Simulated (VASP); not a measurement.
Wanted: the native input for a VASP 6.6.1 run.

```
Task                   : electric field gradients
Functional             : PBE
Potentials or basis    : VASP PAW PBE potentials, release 64 (Ti_sv, S)
Cutoff                 : 400 eV
k mesh                 : 14 × 14 × 7
Occupations            : fermi-dirac, width 0.05 eV
Spin                   : no spin polarisation
Dipole correction      : no
Further INCAR settings : ALGO = Normal; EDIFF = 1e-08; NBANDS = 19
```

The structure of TiS2 lies in POSCAR:

```
TiS2
1.0
    3.4569004660      0.0000000000      0.0000000000
   -1.7284502330      2.9937636219      0.0000000000
    0.0000000000      0.0000000000      5.7699428048
Ti S
1 2
Direct
    0.0000000000      0.0000000000      0.0000000000
    0.3333333333      0.6666666667      0.2500000000
    0.6666666667      0.3333333333      0.7500000000
```

These files were run (other wordings do the same):

INCAR

```
PREC = Accurate
ENCUT = 400
EDIFF = 1E-8
ISMEAR = -1
SIGMA = 0.05
LREAL = F
LASPH = T
NELM = 120
ALGO = Normal
ISIF = 2
LWAVE = F
LCHARG = F
GGA = PE
LEFG = T
NBANDS = 19
GGA_COMPAT = F
```

KPOINTS

```
Automatic mesh
0
Gamma
  14 14 7
```

Potentials or basis: VASP PAW PBE potentials, release 64 (Ti_sv, S).

Launch:

```console
$ cat potpaw_PBE.64/Ti_sv/POTCAR potpaw_PBE.64/S/POTCAR > POTCAR
$ mpirun -np 1 vasp_std > vasp.out
```

Results of the run:

The pressure is -3.3 GPa, the largest force is 0.532 eV/Å and the band gap on the k mesh is zero (bands 12 and 13 overlap by 0.03 eV). The largest electric field gradient by atom is Ti -17.7; S -10.6 V/Å².

Caveat: the cell stands under tension; without QUAD_EFG the Cq values of the log hold for a quadrupole moment of 1 mb, not for the nuclei; this functional lacks dispersion, which binds layers or chains, so the pressure and a relaxed spacing across them are unreliable.

Run time: 2.8 min on 1 thread of Intel Xeon 8259CL, on a shared host, peak memory 0.23 GiB.
